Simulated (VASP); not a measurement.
Input of a VASP 6.6.1 run:

The input POSCAR:

```
Ru
1.0
   -1.4686955560      1.4686955560      1.4686955560
    1.4686955560     -1.4686955560      1.4686955560
    1.4686955560      1.4686955560     -1.4686955560
Ru
1
Direct
    0.0000000000      0.0000000000      0.0000000000
```

The input INCAR.step1:

```
SYSTEM = Ru
ALGO = Normal
EDIFF = 1E-4
ENCUT = 520
GGA = PE
ISMEAR = -1
ISPIN = 2
LASPH = .True.
LCHARG = .False.
LMAXMIX = 4
LREAL = .False.
LWAVE = .True.
MAGMOM = 1.333
NBANDS = 17
NELM = 150
PREC = Accurate
SIGMA = 0.05
```

INCAR.step2

```
SYSTEM = Ru
ALGO = Normal
EDIFF = 1E-6
ENCUT = 520
ISIF = 2
ISMEAR = -1
ISPIN = 2
ISTART = 1
LASPH = .True.
LCHARG = .True.
LELF = .True.
LMAXMIX = 4
LMIXTAU = .True.
LORBIT = 11
LREAL = .False.
LVHAR = .True.
LWAVE = .False.
MAGMOM = 1.333
METAGGA = R2SCAN
NBANDS = 17
NELM = 150
PREC = Accurate
SIGMA = 0.05
```

File KPOINTS:

```
k-points
0
Gamma
  24 24 24
  0 0 0
```

Potentials or basis: VASP PAW PBE potentials, release 64 (Ru_pv).

Run with:

```sh
$ cat potpaw_PBE.64/Ru_pv/POTCAR > POTCAR
$ cp INCAR.step1 INCAR
$ mpirun -np 1 vasp_std > vasp.out
$ cp INCAR.step2 INCAR
$ mpirun -np 1 vasp_std > vasp.out
```

Problem. Estimate the band gap on the k mesh.

Solution. Zero (filled and empty bands overlap).

Problem. What does it give for the net moment?

Solution. 0.01 μB per cell.

Caveat: an empty level that is flat over the whole mesh can mark a ghost state of the potentials, or a narrow d or f band.
